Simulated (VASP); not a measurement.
# Be3B4 in VASP: single point with PBE

Aim: the single point of Be3B4 with PBE.

Everything below comes from runs of VASP 6.6.1. Logs are shortened: lines on timing, memory, paths and dates and some standing lists are left out, and cuts for length are marked.

## 1. The cell of the first run

The cell holds a sheet with vacuum, 7 atoms: a = 4.766 Å, b = 4.766 Å, c = 16.000 Å, α = 90.00°, β = 90.00°, γ = 102.01°.

## 2. Single point, PBE

Input file INCAR:

```
SYSTEM = Be3B4
PREC = Accurate ; ENCUT = 520
EDIFF = 1E-6 ; ISMEAR = 0
SIGMA = 0.1 ; LREAL = .False.
LASPH = .True. ; NELM = 80
ALGO = Normal ; ISIF = 2
LWAVE = .False. ; LCHARG = .True.
LDIPOL = .True. ; IDIPOL = 3
DIPOL = 0.5 0.5 0.506 ; GGA = PE
LELF = .True. ; LVHAR = .True.
LVACPOTAV = .True. ; NBANDS = 18
```

Input file KPOINTS:

```
regular mesh
0
Gamma
  4 4 1
  0 0 0
```

Input file POSCAR:

```
Be3B4
1.0
    2.9986680000     -3.7038440000      0.0000000000
    2.9986680000      3.7038440000      0.0000000000
    0.0000000000      0.0000000000     16.0000000000
Be B
3 4
Direct
    0.9361169700      0.8138830300      0.5394105200
    0.4361169700      0.3138830300      0.5394105200
    0.0638830300      0.1861169700      0.4605894800
    0.1807111200      0.5692888800      0.5094695600
    0.6807111200      0.0692888800      0.5094695600
    0.8192888800      0.4307111200      0.4905304400
    0.3192888800      0.9307111200      0.4905304400
```

Potentials or basis: VASP PAW PBE potentials, release 64 (Be, B).

Started as:

```sh
$ cat potpaw_PBE.64/Be/POTCAR potpaw_PBE.64/B/POTCAR > POTCAR
$ mpirun -np 1 vasp_std > vasp.out
```

OUTCAR:

```text
SYSTEM = Be3B4
   PREC = Accurate
   ENCUT = 520
   EDIFF = 1E-6
   ISMEAR = 0
   LREAL = .False.
   LASPH = .True.
   NELM = 80
   ISIF = 2
   GGA = PE

 ion  position               nearest neighbor table
   1  0.936  0.814  0.539-   4 1.87   5 1.95   6 1.96   7 1.96   3 2.16
   2  0.436  0.314  0.539-   5 1.87   4 1.95   6 1.96   7 1.96   3 2.16
   3  0.064  0.186  0.461-   6 1.87   7 1.95   4 1.96   5 1.96   1 2.16   2 2.16
   4  0.181  0.569  0.509-   6 1.74   7 1.74   1 1.87   2 1.95   3 1.96
   5  0.681  0.069  0.509-   6 1.74   7 1.74   2 1.87   1 1.95   3 1.96
   6  0.819  0.431  0.491-   4 1.74   5 1.74   3 1.87   2 1.96   1 1.96
   7  0.319  0.931  0.491-   4 1.74   5 1.74   3 1.95   2 1.96   1 1.96

  LATTYP: Found a base centered orthorhombic cell.
 ALAT       =     5.9973360000
 B/A-ratio  =     1.2351630791
 C/A-ratio  =     2.6678511926

  Lattice vectors:

 A1 = (   2.9986680000,  -3.7038440000,   0.0000000000)
 A2 = (   2.9986680000,   3.7038440000,   0.0000000000)
 A3 = (   0.0000000000,   0.0000000000,  16.0000000000)

Analysis of symmetry for initial positions (statically):
=====================================================================
 Subroutine PRICEL returns:
 Original cell was already a primitive cell.

 Routine SETGRP: Setting up the symmetry group for a
 base centered orthorhombic supercell.

 Subroutine GETGRP returns: Found  2 space group operations
 (whereof  1 operations were pure point group operations)
 out of a pool of  8 trial point group operations.

The static configuration has the point symmetry C_1 .
 The point group associated with its full space group is C_1h.

Analysis of symmetry for dynamics (positions and initial velocities):
=====================================================================
 Subroutine PRICEL returns:
 Original cell was already a primitive cell.

 Routine SETGRP: Setting up the symmetry group for a
 base centered orthorhombic supercell.

 Subroutine GETGRP returns: Found  2 space group operations
 (whereof  1 operations were pure point group operations)
 out of a pool of  8 trial point group operations.

The dynamic configuration has the point symmetry C_1 .
 The point group associated with its full space group is C_1h.

 Subroutine INISYM returns: Found  2 space group operations
 (whereof  1 operations are pure point group operations),
 and found     1 'primitive' translations

[... 95 lines left out ...]
   TEBEG  =    0.0;   TEEND  =   0.0 temperature during run
   PSTRESS=    0.0 pullay stress
   NELECT =      18.0000    total number of electrons
   NUPDOWN=      -1.0000    fix difference up-down
   EMIN   =  10.00;   EMAX   =-10.00  energy-range for DOS
   EFERMI =   0.00;   METHOD = LEGACY
   ISMEAR =     0;   SIGMA  =   0.10  broadening in eV -4-tet -1-fermi 0-gaus
   EFERMI_NEDOS =   21; number of points for ismear=-14 and -15
   IALGO  =     38    algorithm
   IMIX   =      4    mixing-type and parameters
     AMIX     =   0.40;   BMIX     =  1.00
     AMIX_MAG =   1.60;   BMIX_MAG =  1.00
  volume/ion in A,a.u.               =      50.77       342.63
  Fermi-wavevector in a.u.,A,eV,Ry     =   0.605697  1.144601  4.991551  0.366869
  Thomas-Fermi vector in A             =   1.659516
   LORBIT       =      0    0 simple, 1 ext, 2 COOP (PROOUT), +10 PAW based schemes
   GGA     = PE    functional components
   LHFCALC =     F    Hartree Fock is set to
   AEXX    =    0.0000 exact exchange contribution
   IVDW    =     0    specifies the selected vdW correction
   LEPSILON=     F    determine dielectric tensor
   LRPA    =     F    only Hartree local field effects (RPA)
 non-spin polarized calculation
 Gauss-broadening in eV      SIGMA  =   0.10
  energy-cutoff  :      520.00
  volume of cell :      355.41
 maximum number of plane-waves:      9626
   NGX = 17   NGY = 17   NGZ = 59

 dipolmoment           0.000000      0.000000      0.000005 electrons x Angstroem

 number of electron      18.0000000 magnetization

 dipolmoment           0.000000      0.000000     -0.053054 electrons x Angstroem

 Free energy of the ion-electron system (eV)
  ---------------------------------------------------
  ext. energy  EPLUGINS =         0.00000000
  ---------------------------------------------------
  free energy    TOTEN  =       -33.27693500 eV

  energy without entropy =      -33.26444335  energy(sigma->0) =      -33.27068918

 E-fermi :  -2.5393     XC(G=0):  -2.7868

 val. band max:       -2.8446219779   @ k =   0.5000   0.5000   0.0000
 cond. band min:      -2.4861328686   @ k =   0.2500   0.0000   0.0000
 fundamental gap:      0.3584891093
 Fermi energy:        -2.5393203951

 k-point     1 :       0.0000    0.0000    0.0000
  band No.  band energies     occupation
      1     -13.3155      2.00000
      2      -9.7627      2.00000
      3      -9.3546      2.00000
      4      -6.6040      2.00000
      5      -6.4594      2.00000
      6      -6.0312      2.00000
[... 124 lines left out ...]
      5      -5.3545      2.00000
      6      -4.5554      2.00000
[... 10 lines left out ...]
     17       3.5217      0.00000
     18       3.6387      0.00000

------------------------ aborting loop because EDIFF is reached ----------------------------------------

  FORCE on cell =-STRESS in cart. coord.  units (eV):
  Direction    XX          YY          ZZ          XY          YZ          ZX
  --------------------------------------------------------------------------------------
  -------------------------------------------------------------------------------------
  Total       -2.9598976     -2.7393144     -3.7891343      0.0000000      0.8406777      0.0000000
  in kB      -13.3430840    -12.3487050    -17.0812454      0.0000000      3.7897368      0.0000000
  external PRESSURE =     -14.2576781 kB  Pullay stress =       0.0000000 kB

 VOLUME and BASIS-vectors are now :
 -----------------------------------------------------------------------------
  energy-cutoff  :      520.00
  volume of cell :      355.41
      direct lattice vectors                 reciprocal lattice vectors
     2.998668000 -3.703844000  0.000000000     0.166740700 -0.134994886  0.000000000
     2.998668000  3.703844000  0.000000000     0.166740700  0.134994886  0.000000000
     0.000000000  0.000000000 16.000000000     0.000000000  0.000000000  0.062500000

 POSITION                                       TOTAL-FORCE (eV/Angst)
 -----------------------------------------------------------------------------------
      5.24767     -0.45274      8.63057         0.075576     -0.102522     -1.444755
      2.24900     -0.45274      8.63057        -0.075576     -0.102522     -1.444755
      0.74967      0.45274      7.36943         0.000000     -0.034477      1.599003
      2.24900      1.43923      8.15151        -0.130320      1.625913     -1.231341
      2.24900     -2.26461      8.15151         0.130320      1.625913     -1.231341
      3.74833     -1.43923      7.84849         0.000000     -1.774128      2.132445
      3.74833      2.26461      7.84849         0.000000     -1.238175      1.620745
 -----------------------------------------------------------------------------------
    total drift:                               -0.000000     -0.000003     -0.000051

  FREE ENERGIE OF THE ION-ELECTRON SYSTEM (eV)
  ---------------------------------------------------
  free  energy   TOTEN  =       -33.2769349984 eV

  energy  without entropy=      -33.2644433535  energy(sigma->0) =      -33.27068918

 vacuum level on the upper side and lower side of the slab         1.296         1.728
```

OSZICAR:

```text
N       E                     dE             d eps       ncg     rms          rms(c)
DAV:   1     0.862185453012E+02    0.86219E+02   -0.53584E+03   252   0.678E+02
DAV:   2    -0.259541665530E+02   -0.11217E+03   -0.10224E+03   336   0.143E+02
DAV:   3    -0.381657984286E+02   -0.12212E+02   -0.12005E+02   342   0.516E+01
[... 14 lines left out ...]
DAV:  18    -0.332768663606E+02   -0.21317E-03   -0.21746E-05   290   0.161E-02    0.163E-03
DAV:  19    -0.332769206146E+02   -0.54254E-04   -0.40903E-06   296   0.681E-03    0.508E-04
DAV:  20    -0.332769309823E+02   -0.10368E-04   -0.55957E-07   248   0.235E-03    0.224E-04
DAV:  21    -0.332769341808E+02   -0.31985E-05   -0.21490E-07   232   0.131E-03    0.112E-04
DAV:  22    -0.332769349984E+02   -0.81763E-06   -0.56028E-08   238   0.649E-04
   1 F= -.33276935E+02 E0= -.33270689E+02  d E =-.124916E-01
```

Wall time 49 s (1 thread of Intel Xeon 6975P-C (Granite Rapids), shared host); peak memory 0.39 GiB.

What came out:

```
Free energy            : -33.2769 eV
Largest force          : 2.774 eV/Å
Band gap on the k mesh : zero (bands 9 and 10 overlap by 0.43 eV)
```

Forces on the atoms (eV/Å):
```
Be   0.076 -0.103 -1.445
Be  -0.076 -0.103 -1.445
Be   0.000 -0.034  1.599
B   -0.130  1.626 -1.231
B    0.130  1.626 -1.231
B    0.000 -1.774  2.132
B    0.000 -1.238  1.621
```

Levels at points of the mesh, in eV from the Fermi level:
```
           k point  band 6  band 7  band 8  band 9  band 10  band 11  band 12  band 13
(0.00, 0.00, 0.00)   -3.49   -2.60   -1.54   -1.35     0.86     1.15     1.69     3.39
(0.50, 0.00, 0.00)   -3.45   -2.66   -2.06   -0.51     0.94     2.11     2.50     2.90
(0.50, 0.50, 0.00)   -2.02   -0.96   -0.81   -0.51    -0.31     0.93     3.77     4.14
```
